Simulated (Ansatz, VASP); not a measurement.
## Na2S in VASP and in Ansatz

```
Na S
1.0
     0.00000    3.25062    3.25062
     3.25062    0.00000    3.25062
     3.25062    3.25062    0.00000
Na S
2 1
Direct
  0.25000 0.25000 0.25000
  0.75000 0.75000 0.75000
  0.00000 0.00000 0.00000
```

Change from the starting cell: unstrained.

Alike in both runs: task single point; functional PBEsol; k mesh 6 × 6 × 6; no spin polarisation.

|  | VASP | Ansatz |
| --- | --- | --- |
| version | VASP 6.6.1 | Ansatz 0.2.0 |
| potentials or method | VASP PAW PBE potentials, release 64 (Na_pv, S), cutoff 500 eV | all-electron LAPW, scalar-relativistic |
| occupations | gaussian, width 0.01 eV | fixed |

VASP gave:

- gap on the k mesh at the Fermi level (eV): 2.42
- pressure (GPa): 0.1

Question: Estimate Ansatz's values.

Answer: gap on the k mesh at the Fermi level (eV): 2.43; pressure (GPa): 0.0.

VASP's potentials were made for PBE, not for PBEsol. Ansatz ran all-electron here, and VASP with PAW potentials.
